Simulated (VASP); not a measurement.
Here is a VASP 6.6.1 calculation.

File INCAR:

```
PREC = Accurate
ENCUT = 750
EDIFF = 1E-7
ISMEAR = 0
SIGMA = 0.15
LREAL = False
LASPH = True
NELM = 200
ALGO = Normal
ISIF = 3
LWAVE = False
LCHARG = False
GGA = PE
IBRION = 2
NSW = 36
EDIFFG = -0.08
GGA_COMPAT = False
NELMIN = 4
LMAXMIX = 6
```

File KPOINTS:

```
Automatic mesh
0
Gamma
  3 3 3
```

The input POSCAR:

```
LiTmH4
1.0
    0.0000000000      3.4187104900      3.4187104900
    3.4187104900      0.0000000000      3.4187104900
    3.4187104900      3.4187104900      0.0000000000
Li Tm H
1 1 4
Direct
    0.2500000000      0.2500000000      0.2500000000
    0.0000000000      0.0000000000      0.0000000000
    0.6067941400      0.6067941400      0.6067941400
    0.6067941400      0.6067941400      0.1796175700
    0.6067941400      0.1796175700      0.6067941400
    0.1796175700      0.6067941400      0.6067941400
```

Potentials or basis: VASP PAW PBE potentials, release 64 (Li_sv, Tm_3, H), 4f in core.

Command:

```sh
$ cat potpaw_PBE.64/Li_sv/POTCAR potpaw_PBE.64/Tm_3/POTCAR potpaw_PBE.64/H/POTCAR > POTCAR
$ mpirun -np 1 vasp_std > vasp.out
```

(1) What does it give for the band gap on the k mesh?

(2) Predict the relaxed volume.

(3) Estimate the space group after relaxing (to 0.1 Å).

Results:

(1) 1.04 eV.

(2) 8.28 Å³/atom.

(3) F-43m (No. 216).

Caveat: the k points lie up to 0.62 Å⁻¹ apart in the final cell; the volume moved by over 15 % at a fixed basis, so the end points are rough; spin-orbit coupling is left out, which moves the levels of the heavy elements; an odd mesh through Γ misses points on the zone boundary, where band edges can lie; the 4f electrons are frozen in the core, so they carry no moment and show no levels.
